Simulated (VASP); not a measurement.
AgO3:

```
CELL_PARAMETERS angstrom
3.62748 0.00000 0.00000
0.00000 3.62748 0.00000
0.00000 0.00000 3.62748
ATOMIC_POSITIONS crystal
Ag 0.00000 0.00000 0.00000
O 0.00000 0.50000 0.50000
O 0.50000 0.00000 0.50000
O 0.50000 0.50000 0.00000
```

The cell was generated, and may not be a known phase.

```yaml
Program: VASP 6.6.1
Task: relaxation of cell and atoms
Functional: PBE
Potentials_or_basis: VASP PAW PBE potentials, release 64 (Ag, O)
Cutoff: 600 eV
k_mesh: 6 × 6 × 6
Occupations: gaussian, width 0.1 eV
Spin: collinear spin
Starting_moments: "[1.0, 0.0, 0.0, 0.0] μB"
```

At the start: pressure -13.7 GPa; volume 11.93 Å³/atom.

**Question.** How do energy, volume and symmetry change on relaxing?

**Answer.** Over 3 steps the energy falls by 90.5 meV/atom and the volume is 10.15 Å³/atom (-15.0 %); space group Pm-3m (No. 221, to 0.1 Å) before and after; moment 0.00 μB per cell.

Step by step:
| step | energy change (eV) | largest force (eV/Å) | pressure (GPa) | volume (Å³) |
| --- | --- | --- | --- | --- |
| 1 | 0.0000 | 0.0000 | -13.70 | 47.73 |
| 2 | -0.3601 | 0.0000 | -1.37 | 41.03 |
| 3 | -0.3618 | 0.0000 | 0.01 | 40.59 |

Final structure:
```cif
data_structure
_symmetry_space_group_name_H-M 'P 1'
_symmetry_Int_Tables_number 1
_cell_length_a 3.4368
_cell_length_b 3.4368
_cell_length_c 3.4368
_cell_angle_alpha 90.000
_cell_angle_beta 90.000
_cell_angle_gamma 90.000
_cell_volume 40.59
loop_
_atom_site_label
_atom_site_type_symbol
_atom_site_fract_x
_atom_site_fract_y
_atom_site_fract_z
_atom_site_occupancy
Ag1 Ag 0.00000 0.00000 0.00000 1
O1 O 0.00000 0.50000 0.50000 1
O2 O 0.50000 0.00000 0.50000 1
O3 O 0.50000 0.50000 0.00000 1
```
